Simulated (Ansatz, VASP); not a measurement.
**AlN in VASP and in Ansatz**

```
CELL_PARAMETERS angstrom
0.00000 1.97800 1.91866
1.97800 0.00000 1.91866
1.97800 1.97800 0.00000
ATOMIC_POSITIONS crystal
Al 0.00000 0.00000 0.00000
N 0.50000 0.50000 0.50000
```

Change from the starting cell: zz strain of -3 %, PAW files.

Alike in both runs: task electric field gradients; functional PBE; k mesh 10 × 10 × 10; occupations fermi-dirac, width 0.02 eV; no spin polarisation.

|  | VASP | Ansatz |
| --- | --- | --- |
| version | VASP 6.6.1 | Ansatz 0.2.0 |
| potentials or method | VASP PAW PBE potentials, release 64 (Al, N) | PAW with Ansatz's default frozen-core files, scalar-relativistic |
| plane-wave cutoff (eV) | 520 | 420 |
| valence electrons in the cell | 8 | 8 |

```tsv
	VASP	Ansatz	Ansatz less VASP
gap on the k mesh at the Fermi level (eV)	4.84	4.83	-0.011
pressure (GPa)	37.1	37.4	+0.33
traceless stress, the component that is largest in VASP (GPa)	10.33	10.31	-0.016
size of Vzz on the site where it differs most (V/Å²)	13.4	12.3	-1.04
```

Both programs put the cell under a high pressure, so it lies far from rest at this level. The functional is the same, so the differences come from potentials, cutoffs and numerics.
